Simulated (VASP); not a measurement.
Set up this calculation in VASP 6.6.1, as the native input.

```
Task                   : single point
Functional             : PBE
Potentials or basis    : VASP PAW PBE potentials, release 64 (Zr_sv, C)
Cutoff                 : 520 eV
k mesh                 : 9 × 9 × 5
Occupations            : fermi-dirac, width 0.05 eV
Spin                   : no spin polarisation
Dipole correction      : no
Further INCAR settings : ALGO = Normal; EDIFF = 1e-06; NBANDS = 24
```

The structure of ZrC lies in POSCAR:

```
ZrC
1.0
    3.4579926937      0.0000000000      0.0000000000
   -1.7289963468      2.9947095188      0.0000000000
    0.0000000000      0.0000000000      5.3938058701
Zr C
2 2
Direct
    0.6666666667      0.3333333333      0.7500000000
    0.3333333333      0.6666666667      0.2500000000
    0.0000000000      0.0000000000      0.5000000000
    0.0000000000      0.0000000000      0.0000000000
```

The input as run:

INCAR

```
ALGO = Normal
EDIFF = 1E-6
ENCUT = 520
GGA = PE
ISIF = 2
ISMEAR = -1
LASPH = True
LCHARG = True
LELF = True
LREAL = False
LVHAR = True
LWAVE = False
NBANDS = 24
NELM = 100
PREC = Accurate
SIGMA = 0.05
```

KPOINTS

```
k-points
0
Gamma
  9 9 5
```

Potentials or basis: VASP PAW PBE potentials, release 64 (Zr_sv, C).

Launch:

```sh
$ cat potpaw_PBE.64/Zr_sv/POTCAR potpaw_PBE.64/C/POTCAR > POTCAR
$ mpirun -np 1 vasp_std > vasp.out
```

Results of the run:

The pressure is -12.9 GPa and the band gap on the k mesh is zero (band 16 reaches 10.03 eV, above the bottom of band 17 at 9.08 eV).

Wall time 23 s on 1 thread of Intel(R) Xeon(R) 6975P-C (Granite Rapids) (shared host), peak memory 0.19 GiB.
